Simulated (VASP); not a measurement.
The system is C.

```
C
1.0
     3.47343    0.00000    0.00000
     0.00000    3.47343    0.00000
     0.00000    0.00000    4.29005
C
8
Cartesian
  2.7160 1.7367 0.7761
  1.7367 2.7160 2.9211
  1.7367 0.7574 2.9211
  2.7160 1.7367 3.5140
  0.7574 1.7367 3.5140
  0.7574 1.7367 0.7761
  1.7367 2.7160 1.3689
  1.7367 0.7574 1.3689
```

| Item | Value |
| --- | --- |
| Program | VASP 6.6.1 |
| Task | relaxation of cell and atoms |
| Functional | PBE |
| Potentials or basis | VASP PAW PBE potentials, release 64 (C) |
| Cutoff | 600 eV |
| k mesh | 6 × 6 × 4 |
| Occupations | gaussian, width 0.1 eV |
| Spin | no spin polarisation |

At the start: pressure 27.4 GPa; volume 6.47 Å³/atom.

Q: Where does the relaxation end?

A: Over 9 steps the energy falls by 47.5 meV/atom and the volume is 6.93 Å³/atom (+7.0 %); space group P4_2/mmc (No. 131, to 0.05 Å).

The path:
| step | energy change (eV) | largest force (eV/Å) | pressure (GPa) | volume (Å³) |
| --- | --- | --- | --- | --- |
| 1 | 0.0000 | 1.3059 | 27.43 | 51.76 |
| 2 | 1.0105 | 4.0572 | -22.55 | 60.49 |
| 3 | -0.3067 | 1.0233 | 6.50 | 54.32 |
| 4 | -0.3077 | 0.9420 | 7.32 | 54.20 |
| 5 | -0.1893 | 1.0911 | -12.86 | 58.02 |
| 6 | -0.3790 | 0.0912 | -1.11 | 55.58 |
| 7 | -0.3790 | 0.1007 | -0.93 | 55.55 |
| 8 | -0.3785 | 0.1544 | 1.23 | 55.24 |
| 9 | -0.3804 | 0.0156 | 0.04 | 55.41 |

Final structure:
```cif
data_structure
_symmetry_space_group_name_H-M 'P 1'
_symmetry_Int_Tables_number 1
_cell_length_a 3.5734
_cell_length_b 3.5734
_cell_length_c 4.3391
_cell_angle_alpha 90.000
_cell_angle_beta 90.000
_cell_angle_gamma 90.000
_cell_volume 55.41
loop_
_atom_site_label
_atom_site_type_symbol
_atom_site_fract_x
_atom_site_fract_y
_atom_site_fract_z
_atom_site_occupancy
C1 C 0.78489 0.50000 0.18153 1
C2 C 0.50000 0.78489 0.68153 1
C3 C 0.50000 0.21511 0.68153 1
C4 C 0.78489 0.50000 0.81847 1
C5 C 0.21511 0.50000 0.81847 1
C6 C 0.21511 0.50000 0.18153 1
C7 C 0.50000 0.78489 0.31847 1
C8 C 0.50000 0.21511 0.31847 1
```
